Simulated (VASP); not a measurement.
# CdTe (F-43m) in VASP: vibrations by perturbation theory with PBEsol

Aim: the vibrations by perturbation theory of CdTe with PBEsol.

Program: VASP 6.6.1. These are calculated values, not measurements. Logs are shortened: lines on timing, memory, paths and dates and some standing lists are left out, and cuts for length are marked.

## (1) The cell of the first run

The structure is cubic, space group F-43m (No. 216). Conventional cell: a = 6.491 Å, b = 6.491 Å, c = 6.491 Å, α = 90.00°, β = 90.00°, γ = 90.00°. Cd (site symmetry -43m) has 4 Te at 2.81 Å within 3.7 Å. Within 3.7 Å of Te (site symmetry -43m) lie 4 Cd at 2.81 Å.

## (2) Vibrations by perturbation theory, PBEsol

File INCAR:

```
PREC = Accurate ; ENCUT = 500
EDIFF = 1E-8 ; ISMEAR = 0
SIGMA = 0.01 ; LREAL = False
LASPH = True ; NELM = 120
ALGO = Normal ; ISIF = 2
LWAVE = False ; LCHARG = True
GGA = PS ; NBANDS = 16
IBRION = 8 ; NSW = 1
LEPSILON = True ; GGA_COMPAT = False
```

File KPOINTS:

```
Automatic mesh
0
Gamma
  6 6 6
```

File POSCAR:

```
CdTe
1.0
    0.0000000000      3.2455445669      3.2455445669
    3.2455445669      0.0000000000      3.2455445669
    3.2455445669      3.2455445669      0.0000000000
Cd Te
1 1
Direct
    0.0000000000      0.0000000000      0.0000000000
    0.2500000000      0.2500000000      0.2500000000
```

Potentials or basis: VASP PAW PBE potentials, release 64 (Cd, Te).

The run is started by

```bash
cat potpaw_PBE.64/Cd/POTCAR potpaw_PBE.64/Te/POTCAR > POTCAR
mpirun -np 1 vasp_std > vasp.out
```

OUTCAR:

```text
PREC = Accurate
   ENCUT = 500
   EDIFF = 1E-8
   ISMEAR = 0
   LREAL = False
   LASPH = True
   NELM = 120
   ISIF = 2
   GGA = PS
   IBRION = 8
   NSW = 1
   LEPSILON = True

 ion  position               nearest neighbor table
   1  0.000  0.000  0.000-   2 2.81   2 2.81   2 2.81   2 2.81
   2  0.250  0.250  0.250-   1 2.81   1 2.81   1 2.81   1 2.81

  LATTYP: Found a face centered cubic cell.
 ALAT       =     6.4910891338

  Lattice vectors:

 A1 = (   0.0000000000,   3.2455445669,   3.2455445669)
 A2 = (   3.2455445669,   0.0000000000,   3.2455445669)
 A3 = (   3.2455445669,   3.2455445669,   0.0000000000)

Analysis of symmetry for initial positions (statically):
=====================================================================
 Subroutine PRICEL returns:
 Original cell was already a primitive cell.

 Routine SETGRP: Setting up the symmetry group for a
 face centered cubic supercell.

 Subroutine GETGRP returns: Found 24 space group operations
 (whereof 24 operations were pure point group operations)
 out of a pool of 48 trial point group operations.

The static configuration has the point symmetry T_d .

Analysis of symmetry for dynamics (positions and initial velocities):
=====================================================================
 Subroutine PRICEL returns:
 Original cell was already a primitive cell.

 Routine SETGRP: Setting up the symmetry group for a
 face centered cubic supercell.

 Subroutine GETGRP returns: Found 24 space group operations
 (whereof 24 operations were pure point group operations)
 out of a pool of 48 trial point group operations.

The dynamic configuration has the point symmetry T_d .

 Subroutine INISYM returns: Found 24 space group operations
 (whereof 24 operations are pure point group operations),
 and found     1 'primitive' translations

----------------------------------------------------------------------------------------

                                     Primitive cell

[... 525 lines left out ...]
 ------------------------------------------------------
          17.106001     0.000000     0.000000
           0.000000    17.106001     0.000000
           0.000000     0.000000    17.106001
 ------------------------------------------------------

 PIEZOELECTRIC TENSOR (including local field effects)  for field in x, y, z        (e  Angst)
          XX          YY          ZZ          XY          YZ          ZX
  --------------------------------------------------------------------------------
  x     0.00000     0.00000    -0.00000     0.00000    -3.31277     0.00000
  y     0.00000     0.00000     0.00000     0.00000     0.00000    -3.31277
  z     0.00000     0.00000     0.00000    -3.31277     0.00000     0.00000

 PIEZOELECTRIC TENSOR (including local field effects)  for field in x, y, z        (C/m^2)
          XX          YY          ZZ          XY          YZ          ZX
  --------------------------------------------------------------------------------
  x     0.00000     0.00000    -0.00000     0.00000    -0.77626     0.00000
  y     0.00000     0.00000     0.00000     0.00000     0.00000    -0.77626
  z     0.00000     0.00000     0.00000    -0.77626     0.00000     0.00000

 BORN EFFECTIVE CHARGES (including local field effects) (in |e|, cummulative output)
 ---------------------------------------------------------------------------------
 ion    1
    1     2.49839     0.00000    -0.00000
    2     0.00000     2.49839     0.00000
    3    -0.00000     0.00000     2.49839
 ion    2
    1    -2.49839     0.00000     0.00000
    2     0.00000    -2.49839    -0.00000
    3     0.00000     0.00000    -2.49839

 INTERNAL STRAIN TENSOR FOR ION    2 for displacements in x,y,z  (eV/Angst):
          X           Y           Z          XY          YZ          ZX
  --------------------------------------------------------------------------------
  x     0.00000    -0.00000    -0.00000     0.00000    -5.57879     0.00000
  y     0.00000    -0.00000     0.00000     0.00000     0.00000    -5.57879
  z    -0.00000    -0.00000     0.00000    -5.57879     0.00000     0.00000

 SECOND DERIVATIVES (NOT SYMMETRIZED)
 ------------------------------------
               1X          1Y          1Z          2X          2Y          2Z
  1X    -4.431343    0.000000    0.000000    4.431343    0.000000    0.000000
  1Y     0.000000   -4.431343    0.000000    0.000000    4.431343    0.000000
  1Z     0.000000    0.000000   -4.431343    0.000000    0.000000    4.431343
  2X     4.448888    0.000000    0.000000   -4.448888    0.000000    0.000000
  2Y     0.000000    4.448888    0.000000    0.000000   -4.448888    0.000000
  2Z     0.000000    0.000000    4.448888    0.000000    0.000000   -4.448888

 Eigenvectors and eigenvalues of the dynamical matrix
 ----------------------------------------------------

   1 f  =    4.260953 THz    26.772358 2PiTHz  142.130098 cm-1    17.621878 meV
             X         Y         Z           dx          dy          dz
      0.000000  0.000000  0.000000     0.521007    0.465573    0.206039
      1.622772  1.622772  1.622772    -0.489983   -0.437849   -0.193770
[... 21 lines left out ...]
   6 f/i=    0.004201 THz     0.026398 2PiTHz    0.140142 cm-1     0.017375 meV
             X         Y         Z           dx          dy          dz
      0.000000  0.000000  0.000000    -0.461985    0.498267    0.087416
      1.622772  1.622772  1.622772    -0.491237    0.529816    0.092951

--------------------------------------------------------------------------------------------------------

 MACROSCOPIC STATIC DIELECTRIC TENSOR IONIC CONTRIBUTION
 ------------------------------------------------------
           3.720483    -0.000000    -0.000000
          -0.000000     3.720483     0.000000
          -0.000000     0.000000     3.720483
 ------------------------------------------------------

 ELASTIC MODULI CONTR FROM IONIC RELAXATION (kBar)
 Direction    XX          YY          ZZ          XY          YZ          ZX
 --------------------------------------------------------------------------------
 XX          -0.0000      0.0000      0.0000     -0.0000      0.0000      0.0000
 YY           0.0000     -0.0000      0.0000     -0.0000     -0.0000     -0.0000
 ZZ           0.0000      0.0000     -0.0000      0.0000     -0.0000      0.0000
 XY          -0.0000     -0.0000      0.0000   -170.9940      0.0000      0.0000
 YZ           0.0000     -0.0000     -0.0000      0.0000   -170.9940      0.0000
 ZX           0.0000     -0.0000      0.0000      0.0000      0.0000   -170.9940
 --------------------------------------------------------------------------------

 PIEZOELECTRIC TENSOR IONIC CONTR  for field in x, y, z        (C/m^2)
          XX          YY          ZZ          XY          YZ          ZX
  --------------------------------------------------------------------------------
  x    -0.00000     0.00000     0.00000    -0.00000     0.75052     0.00000
  y    -0.00000     0.00000    -0.00000     0.00000     0.00000     0.75052
  z     0.00000     0.00000    -0.00000     0.75052    -0.00000     0.00000
```

OSZICAR:

```text
N       E                     dE             d eps       ncg     rms          rms(c)
DAV:   1     0.970949672675E+02    0.97095E+02   -0.80372E+03   512   0.938E+02
DAV:   2    -0.213005512656E+01   -0.99225E+02   -0.94161E+02   616   0.232E+02
DAV:   3    -0.570540507164E+01   -0.35753E+01   -0.35708E+01   624   0.455E+01
[... 176 lines left out ...]
RMM:   8    -0.489125081539E-01   -0.76088E-06   -0.31271E-08  2515   0.206E-04    0.654E-05
RMM:   9    -0.489124854191E-01    0.22735E-07    0.14711E-08  2478   0.723E-05    0.132E-05
RMM:  10    -0.489125126852E-01   -0.27266E-07   -0.19585E-09  2507   0.190E-05    0.800E-06
RMM:  11    -0.489125313431E-01   -0.18658E-07   -0.14227E-08  2330   0.546E-06    0.110E-06
RMM:  12    -0.489125363996E-01   -0.50566E-08   -0.10017E-08  1875   0.195E-06    0.836E-07
 Linear response finished
```

stdout:

```text
POSCAR found type information on POSCAR CdTe
 POSCAR found :  2 types and       2 ions
 scaLAPACK will be used
 -----------------------------------------------------------------------------
|                                                                             |
|                                                                             |
|     You enforced a specific xc type in the INCAR file but a different       |
[... 39 lines left out ...]
 force on displaced ion       1 direction 1 :  -4.431  -0.000  -0.000
 Born effective charge ion    1 direction 1 :   2.343   0.000   0.000
 Linear response progress:
 first order change of Fermi-energy   0.38153E-03
 force on displaced ion       2 direction 1 :  -4.449   0.000   0.000
 Born effective charge ion    2 direction 1 :  -2.656   0.000   0.000
 Born effective charges drift removed
 Linear response finished
```

Run time: 20 min. Hardware: 1 thread of AMD EPYC, shared host; peak memory 0.29 GiB.

What came out:

| Quantity | Value |
| --- | --- |
| Electronic dielectric tensor (diagonal) | 17.11 |
| Born charges (mean of the diagonal) | Cd +2.50; Te -2.50 e |
| Highest phonon frequency at Γ, LO-TO splitting left out | 142 cm⁻¹ |

Phonon frequencies in cm⁻¹ (negative: imaginary):
| q point | frequencies |
| --- | --- |
| (0.000, 0.000, 0.000) | 0 0 0 142 142 142 |

Electronic dielectric tensor:
```
17.11  0.00  0.00
 0.00 17.11  0.00
 0.00  0.00 17.11
```

Born effective charge tensors (e):
atom 1, Cd
```
2.50 0.00 0.00
0.00 2.50 0.00
0.00 0.00 2.50
```
atom 2, Te
```
-2.50  0.00  0.00
 0.00 -2.50  0.00
 0.00  0.00 -2.50
```

Caveat: spin-orbit coupling is left out, which moves the levels of the heavy elements.
